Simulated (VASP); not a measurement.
**Na: single point with revPBE**

Crystal: Na.

```xyz
1
Lattice="-2.1973 2.1973 2.1973 2.1973 -2.1973 2.1973 2.1973 2.1973 -2.1973" Properties=species:S:1:pos:R:3 pbc="T T T"
Na    0.0000    0.0000    0.0000
```

```yaml
Program: VASP 6.6.1
Task: single point
Functional: revPBE
Potentials_or_basis: VASP PAW PBE potentials, release 64 (Na_pv)
Cutoff: 520 eV
k_mesh: 17 × 17 × 17
Occupations: fermi-dirac, width 0.1 eV
Spin: no spin polarisation
```

```
Pressure               : -0.4 GPa
Band gap on the k mesh : zero (an odd number of electrons rules out a gap without spin polarisation)
```

Levels at points of the mesh, in eV from the Fermi level:
| k point | band 1 | band 2 | band 3 | band 4 | band 5 | band 6 | band 7 | band 8 |
| --- | --- | --- | --- | --- | --- | --- | --- | --- |
| (0.00, 0.00, 0.00) | -25.03 | -25.03 | -25.03 | -3.00 | 10.91 | 10.91 | 10.91 | 11.79 |

Run time: 15 s on 1 thread of Intel(R) Xeon(R) 6975P-C (Granite Rapids) (shared host), peak memory 0.18 GiB.

Caveat: the PAW data sets were made with another functional, which shifts forces and pressure a little.
